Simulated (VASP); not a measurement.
# ZnO (P4/mmm) in VASP: notebook, part 2 of 3

VASP 6.6.1. The steps go on from the part before.

### 4 Relaxation of cell and atoms, PBE

This run uses another cell than the first one: it holds 2 atoms, not 4.

The input, INCAR:

```
PREC = Accurate ; ENCUT = 600
EDIFF = 1E-6 ; ISMEAR = 0
SIGMA = 0.02 ; LREAL = False
LASPH = True ; NELM = 80
ALGO = Normal ; ISIF = 3
LWAVE = False ; LCHARG = False
GGA = PE ; IBRION = 2
NSW = 100 ; EDIFFG = -0.01
```

The input, KPOINTS:

```
regular mesh
0
Gamma
  8 8 8
```

The input, POSCAR:

```
ZnO
1.0
    4.0416598477      0.0000000000      0.0000000000
    0.0000000000      4.0416598477      0.0000000000
    0.0000000000      0.0000000000      3.4539712180
Zn O
1 1
Direct
    0.0000000000      0.0000000000      0.0000000000
    0.0000000000      0.0000000000      0.5000000000
```

Potentials or basis: VASP PAW PBE potentials, release 64 (Zn, O).

Run with:

```console
$ cat potpaw_PBE.64/Zn/POTCAR potpaw_PBE.64/O/POTCAR > POTCAR
$ mpirun -np 1 vasp_std > vasp.out
```

OUTCAR:

```text
PREC = Accurate
   ENCUT = 600
   EDIFF = 1E-6
   ISMEAR = 0
   LREAL = False
   LASPH = True
   NELM = 80
   ISIF = 3
   GGA = PE
   IBRION = 2
   NSW = 100
   EDIFFG = -0.01

 ion  position               nearest neighbor table
   1  0.000  0.000  0.000-   2 1.73   2 1.73
   2  0.000  0.000  0.500-   1 1.73   1 1.73

  LATTYP: Found a simple tetragonal cell.
 ALAT       =     4.0416598477
 C/A-ratio  =     0.8545922587

  Lattice vectors:

 A1 = (   4.0416598477,   0.0000000000,   0.0000000000)
 A2 = (   0.0000000000,   4.0416598477,   0.0000000000)
 A3 = (   0.0000000000,   0.0000000000,   3.4539712180)

Analysis of symmetry for initial positions (statically):
=====================================================================
 Subroutine PRICEL returns:
 Original cell was already a primitive cell.

 Routine SETGRP: Setting up the symmetry group for a
 simple tetragonal supercell.

 Subroutine GETGRP returns: Found 16 space group operations
 (whereof 16 operations were pure point group operations)
 out of a pool of 16 trial point group operations.

[... 343 lines left out ...]
--------------------------------------- Ionic step       18  -------------------------------------------

 number of electron      18.0000017 magnetization

 Free energy of the ion-electron system (eV)
  ---------------------------------------------------
  ext. energy  EPLUGINS =         0.00000000
  ---------------------------------------------------
  free energy    TOTEN  =        -7.48978589 eV

  energy without entropy =       -7.48978589  energy(sigma->0) =       -7.48978589

 E-fermi :  -3.3124     XC(G=0):  -5.6197

 val. band max:       -3.4140720754   @ k =   0.5000   0.0000   0.5000
 cond. band min:      -1.7353276416   @ k =   0.0000   0.0000   0.0000
 fundamental gap:      1.6787444337
 Fermi energy:        -3.3124176775

 k-point     1 :       0.0000    0.0000    0.0000
  band No.  band energies     occupation
      1     -20.5290      2.00000
      2      -9.0179      2.00000
      3      -8.9946      2.00000
      4      -8.8943      2.00000
      5      -8.8943      2.00000
      6      -8.3869      2.00000
      7      -6.6994      2.00000
      8      -4.8517      2.00000
      9      -4.8517      2.00000
     10      -1.7353      0.00000
     11       4.9628      0.00000
     12       5.0261      0.00000
     13       5.0261      0.00000
[... 354 lines left out ...]
  band No.  band energies     occupation
      1     -20.4278      2.00000
      2      -9.0013      2.00000
      3      -9.0006      2.00000
      4      -8.9967      2.00000
      5      -8.9877      2.00000
      6      -8.9174      2.00000
      7      -6.5758      2.00000
      8      -4.9917      2.00000
      9      -4.6629      2.00000
     10       0.0706      0.00000
     11       1.4801      0.00000
     12       4.7493      0.00000
     13       6.0856      0.00000

 [... further k-points ...]

------------------------ aborting loop because EDIFF is reached ----------------------------------------

  FORCE on cell =-STRESS in cart. coord.  units (eV):
  Direction    XX          YY          ZZ          XY          YZ          ZX
  --------------------------------------------------------------------------------------
  -------------------------------------------------------------------------------------
  Total       -0.0018039     -0.0018039     -0.0059001      0.0000000      0.0000000      0.0000000
  in kB       -0.0409494     -0.0409494     -0.1339393      0.0000000      0.0000000      0.0000000
  external PRESSURE =      -0.0719460 kB  Pullay stress =       0.0000000 kB
[... 17 lines left out ...]
  FREE ENERGIE OF THE ION-ELECTRON SYSTEM (eV)
  ---------------------------------------------------
  free  energy   TOTEN  =        -7.4897858930 eV

  energy  without entropy=       -7.4897858930  energy(sigma->0) =       -7.48978589

 reached required accuracy - stopping structural energy minimisation
```

CONTCAR:

```text
ZnO
   1.00000000000000
     4.5083707810489315    0.0000000000000000    0.0000000000000000
     0.0000000000000000    4.5083707810489315   -0.0000000000000001
     0.0000000000000000    0.0000000000000001    3.4723683725048877
  Zn              O
     1     1
Direct
     0.0000000000000000    0.0000000000000000    0.0000000000000000
     0.0000000000000000    1.0000000000000000    0.5000000000000000

  0.00000000E+00  0.00000000E+00  0.00000000E+00
  0.00000000E+00  0.00000000E+00  0.00000000E+00
```

Run time: 3.5 min. Hardware: 1 thread of AMD EPYC 9R45 (Zen 5), shared host; peak memory 0.2 GiB.

Results:

```yaml
Free_energy: -7.4898 eV
Relaxed_volume: 35.29 Å³/atom
Relaxed_cell: a = 4.508 Å, b = 4.508 Å, c = 3.472 Å, α = 90.00°, β = 90.00°, γ = 90.00°
Space_group_after_relaxing_to_0.1_Å: P4/mmm (No. 123)
Energy_gained_by_relaxing: 5.9 meV/atom
Ionic_steps: 18
Pressure_after_relaxing: 0.0 GPa
Band_gap_on_the_k_mesh: 1.68 eV (least direct gap 3.12 eV)
```

Step by step:
| step | energy change (eV) | largest force (eV/Å) | pressure (GPa) | volume (Å³) |
| --- | --- | --- | --- | --- |
| 1 | 0.0000 | 0.0000 | 0.82 | 56.42 |
| 2 | 0.0099 | 0.0000 | -1.59 | 57.61 |
| 3 | -0.0016 | 0.0000 | 0.11 | 56.74 |
| 4 | -0.0016 | 0.0000 | 0.17 | 56.73 |
| 5 | -0.0020 | 0.0000 | 0.15 | 56.97 |
| 6 | -0.0030 | 0.0000 | 0.11 | 57.68 |
| 7 | -0.0047 | 0.0000 | 0.05 | 59.12 |
| 8 | -0.0077 | 0.0000 | -0.09 | 62.05 |
| 9 | -0.0110 | 0.0000 | -0.29 | 68.13 |
| 10 | -0.0115 | 0.0000 | -0.10 | 68.38 |
| 11 | -0.0116 | 0.0000 | 0.02 | 68.59 |
| 12 | -0.0115 | 0.0000 | 0.25 | 69.00 |
| 13 | -0.0117 | 0.0000 | 0.10 | 68.72 |
| 14 | -0.0117 | 0.0000 | 0.10 | 68.85 |
| 15 | -0.0117 | 0.0000 | 0.11 | 69.23 |
| 16 | -0.0117 | 0.0000 | 0.13 | 70.00 |
| 17 | -0.0118 | 0.0000 | 0.08 | 70.22 |
| 18 | -0.0118 | 0.0000 | -0.01 | 70.58 |

Final structure:
```
CELL_PARAMETERS angstrom
4.50837 0.00000 0.00000
0.00000 4.50837 0.00000
0.00000 0.00000 3.47237
ATOMIC_POSITIONS crystal
Zn 0.00000 0.00000 0.00000
O 0.00000 0.00000 0.50000
```

Levels at points of the mesh, in eV from the valence-band top:
```csv
k point,band 6,band 7,band 8,band 9,band 10,band 11,band 12,band 13
"(0.00, 0.00, 0.00)",-4.97,-3.29,-1.44,-1.44,1.68,8.38,8.44,8.44
"(0.50, 0.00, 0.00)",-4.92,-3.28,-1.81,-1.40,2.78,4.79,9.21,9.67
"(0.50, 0.50, 0.00)",-4.88,-3.27,-1.73,-1.73,3.85,5.90,5.90,6.43
"(0.00, 0.00, 0.50)",-5.57,-3.10,-0.01,-0.01,5.77,6.77,7.25,7.25
"(0.50, 0.00, 0.50)",-5.58,-2.95,-0.17,0.00,4.65,6.97,7.64,8.89
"(0.50, 0.50, 0.50)",-5.56,-2.81,-0.14,-0.14,5.27,5.27,8.28,9.25
```

Caveat: the volume moved by over 15 % at a fixed basis, so the end points are rough. A k mesh can miss the band edges.

### 5 Relaxation of cell and atoms, PBE

This run uses another cell than the first one: it holds 2 atoms, not 4.

The input, INCAR:

```
PREC = Accurate
ENCUT = 600
EDIFF = 1E-7
ISMEAR = 0
SIGMA = 0.02
LREAL = False
LASPH = True
NELM = 60
ALGO = Normal
ISIF = 3
LWAVE = False
LCHARG = False
GGA = PE
IBRION = 2
NSW = 100
EDIFFG = -0.01
```

The input, KPOINTS:

```
regular mesh
0
Gamma
  6 6 8
```

The input, POSCAR:

```
ZnO
1.0
    4.7114370080      0.0000000000      0.0000000000
    0.0000000000      4.7114370080      0.0000000000
    0.0000000000      0.0000000000      3.4588529299
Zn O
1 1
Direct
    0.0000000000      0.0000000000      0.0000000000
    0.0000000000      0.0000000000      0.5000000000
```

Potentials or basis: VASP PAW PBE potentials, release 64 (Zn, O).

Run with:

```console
$ cat potpaw_PBE.64/Zn/POTCAR potpaw_PBE.64/O/POTCAR > POTCAR
$ mpirun -np 1 vasp_std > vasp.out
```

OUTCAR:

```text
PREC = Accurate
   ENCUT = 600
   EDIFF = 1E-7
   ISMEAR = 0
   LREAL = False
   LASPH = True
   NELM = 60
   ISIF = 3
   GGA = PE
   IBRION = 2
   NSW = 100
   EDIFFG = -0.01

 ion  position               nearest neighbor table
   1  0.000  0.000  0.000-   2 1.73   2 1.73
   2  0.000  0.000  0.500-   1 1.73   1 1.73

  LATTYP: Found a simple tetragonal cell.
 ALAT       =     4.7114370080
 C/A-ratio  =     0.7341396954

  Lattice vectors:

 A1 = (   4.7114370080,   0.0000000000,   0.0000000000)
 A2 = (   0.0000000000,   4.7114370080,   0.0000000000)
 A3 = (   0.0000000000,   0.0000000000,   3.4588529299)

Analysis of symmetry for initial positions (statically):
=====================================================================
 Subroutine PRICEL returns:
 Original cell was already a primitive cell.

 Routine SETGRP: Setting up the symmetry group for a
 simple tetragonal supercell.

 Subroutine GETGRP returns: Found 16 space group operations
 (whereof 16 operations were pure point group operations)
 out of a pool of 16 trial point group operations.

The static configuration has the point symmetry D_4h.

Analysis of symmetry for dynamics (positions and initial velocities):
=====================================================================
 Subroutine PRICEL returns:
 Original cell was already a primitive cell.

 Routine SETGRP: Setting up the symmetry group for a
 simple tetragonal supercell.

 Subroutine GETGRP returns: Found 16 space group operations
 (whereof 16 operations were pure point group operations)
 out of a pool of 16 trial point group operations.

The dynamic configuration has the point symmetry D_4h.

 Subroutine INISYM returns: Found 16 space group operations
 (whereof 16 operations are pure point group operations),
[... 147 lines left out ...]

------------------------ aborting loop because EDIFF is reached ----------------------------------------

  FORCE on cell =-STRESS in cart. coord.  units (eV):
  Direction    XX          YY          ZZ          XY          YZ          ZX
  --------------------------------------------------------------------------------------
  -------------------------------------------------------------------------------------
  Total       -0.0294367     -0.0294367      0.6169397      0.0000000      0.0000000      0.0000000
  in kB       -0.6142731     -0.6142731     12.8740264      0.0000000      0.0000000      0.0000000
  external PRESSURE =       3.8818267 kB  Pullay stress =       0.0000000 kB
[... 89 lines left out ...]
  FREE ENERGIE OF THE ION-ELECTRON SYSTEM (eV)
  ---------------------------------------------------
  free  energy   TOTEN  =        -7.5000319459 eV

  energy  without entropy=       -7.5000319459  energy(sigma->0) =       -7.50003195

[... ionic steps 4 to 11 ...]

--------------------------------------- Ionic step       12  -------------------------------------------

 number of electron      18.0000016 magnetization

------------------------ aborting loop because EDIFF is reached ----------------------------------------
[... 67 lines left out ...]
--------------------------------------- Ionic step       14  -------------------------------------------

 number of electron      18.0000016 magnetization

 Free energy of the ion-electron system (eV)
  ---------------------------------------------------
  ext. energy  EPLUGINS =         0.00000000
  ---------------------------------------------------
  free energy    TOTEN  =        -7.50212305 eV

  energy without entropy =       -7.50212305  energy(sigma->0) =       -7.50212305

 E-fermi :  -3.2310     XC(G=0):  -5.7477

 val. band max:       -3.3270005101   @ k =   0.5000   0.0000   0.5000
 cond. band min:      -1.6984347126   @ k =   0.0000   0.0000   0.0000
 fundamental gap:      1.6285657976
 Fermi energy:        -3.2310166828

 k-point     1 :       0.0000    0.0000    0.0000
  band No.  band energies     occupation
      1     -20.4585      2.00000
      2      -8.9456      2.00000
      3      -8.9185      2.00000
      4      -8.8189      2.00000
      5      -8.8189      2.00000
      6      -8.3187      2.00000
      7      -6.6271      2.00000
      8      -4.7608      2.00000
      9      -4.7608      2.00000
     10      -1.6984      0.00000
     11       5.2048      0.00000
     12       5.2479      0.00000
     13       5.2479      0.00000
[... 354 lines left out ...]
  band No.  band energies     occupation
      1     -20.1145      2.00000
      2      -9.9821      2.00000
      3      -9.1339      2.00000
      4      -9.1112      2.00000
      5      -8.9231      2.00000
      6      -8.9205      2.00000
      7      -6.3836      2.00000
      8      -4.3957      2.00000
      9      -4.0385      2.00000
     10       1.3903      0.00000
     11       1.4898      0.00000
     12       5.2933      0.00000
     13       6.7670      0.00000

 [... further k-points ...]

------------------------ aborting loop because EDIFF is reached ----------------------------------------

  FORCE on cell =-STRESS in cart. coord.  units (eV):
  Direction    XX          YY          ZZ          XY          YZ          ZX
  --------------------------------------------------------------------------------------
  -------------------------------------------------------------------------------------
  Total       -0.0057819     -0.0057819     -0.0059122      0.0000000      0.0000000      0.0000000
  in kB       -0.1359676     -0.1359676     -0.1390301      0.0000000      0.0000000      0.0000000
  external PRESSURE =      -0.1369884 kB  Pullay stress =       0.0000000 kB
[... 17 lines left out ...]
  FREE ENERGIE OF THE ION-ELECTRON SYSTEM (eV)
  ---------------------------------------------------
  free  energy   TOTEN  =        -7.5021230525 eV

  energy  without entropy=       -7.5021230525  energy(sigma->0) =       -7.50212305

 reached required accuracy - stopping structural energy minimisation
```

OSZICAR:

```text
N       E                     dE             d eps       ncg     rms          rms(c)
DAV:   1     0.116584431609E+03    0.11658E+03   -0.95034E+03  1300   0.150E+03
[... 142 lines left out ...]
DAV:   3    -0.750373891441E+01    0.38313E-02   -0.52221E-03  1663   0.875E-01    0.312E-01
DAV:   4    -0.750211502180E+01    0.16239E-02   -0.23074E-03  1395   0.631E-01    0.419E-02
DAV:   5    -0.750211664813E+01   -0.16263E-05   -0.11931E-04  1333   0.165E-01    0.309E-02
DAV:   6    -0.750212388469E+01   -0.72366E-05   -0.15062E-05  1580   0.587E-02    0.121E-02
DAV:   7    -0.750212297453E+01    0.91016E-06   -0.39866E-06  1608   0.317E-02    0.357E-03
DAV:   8    -0.750212309593E+01   -0.12139E-06   -0.60387E-07  1300   0.156E-02    0.145E-03
DAV:   9    -0.750212305249E+01    0.43438E-07   -0.10698E-07   910   0.945E-03
  14 F= -.75021231E+01 E0= -.75021231E+01  d E =-.404421E-05
```

It took 4.7 min on 1 thread of AMD EPYC 9R45 (Zen 5), shared host; peak memory 0.22 GiB.

What came out:

* Free energy: -7.5021 eV
* Relaxed volume: 34.07 Å³/atom
* Relaxed cell: a = 4.430 Å, b = 4.430 Å, c = 3.471 Å, α = 90.00°, β = 90.00°, γ = 90.00°
* Space group after relaxing (to 0.1 Å): P4/mmm (No. 123)
* Energy gained by relaxing: 1.6 meV/atom
* Ionic steps: 14
* Pressure after relaxing: 0.0 GPa
* Band gap on the k mesh: 1.63 eV (least direct gap 3.06 eV)

The path:
| step | energy change (eV) | largest force (eV/Å) | pressure (GPa) | volume (Å³) |
| --- | --- | --- | --- | --- |
| 1 | 0.0000 | 0.0000 | 0.39 | 76.78 |
| 2 | 0.0079 | 0.0000 | -1.16 | 77.81 |
| 3 | -0.0012 | 0.0000 | -0.04 | 77.05 |
| 4 | -0.0012 | 0.0000 | -0.03 | 77.05 |
| 5 | -0.0012 | 0.0000 | -0.03 | 76.96 |
| 6 | -0.0013 | 0.0000 | -0.03 | 76.72 |
| 7 | -0.0015 | 0.0000 | -0.02 | 76.24 |
| 8 | -0.0018 | 0.0000 | -0.01 | 75.27 |
| 9 | -0.0023 | 0.0000 | -0.02 | 73.36 |
| 10 | -0.0031 | 0.0000 | 0.01 | 69.62 |
| 11 | -0.0016 | 0.0000 | 0.11 | 62.42 |
| 12 | -0.0033 | 0.0000 | 0.03 | 68.14 |
| 13 | 0.0015 | 0.0000 | -0.89 | 67.93 |
| 14 | -0.0033 | 0.0000 | -0.01 | 68.13 |

Final structure:
```cif
data_structure
_symmetry_space_group_name_H-M 'P 1'
_symmetry_Int_Tables_number 1
_cell_length_a 4.4305
_cell_length_b 4.4305
_cell_length_c 3.4710
_cell_angle_alpha 90.000
_cell_angle_beta 90.000
_cell_angle_gamma 90.000
_cell_volume 68.13
loop_
_atom_site_label
_atom_site_type_symbol
_atom_site_fract_x
_atom_site_fract_y
_atom_site_fract_z
_atom_site_occupancy
Zn1 Zn 0.00000 0.00000 0.00000 1
O1 O 0.00000 0.00000 0.50000 1
```

(Part 2 of 3 ends here.)
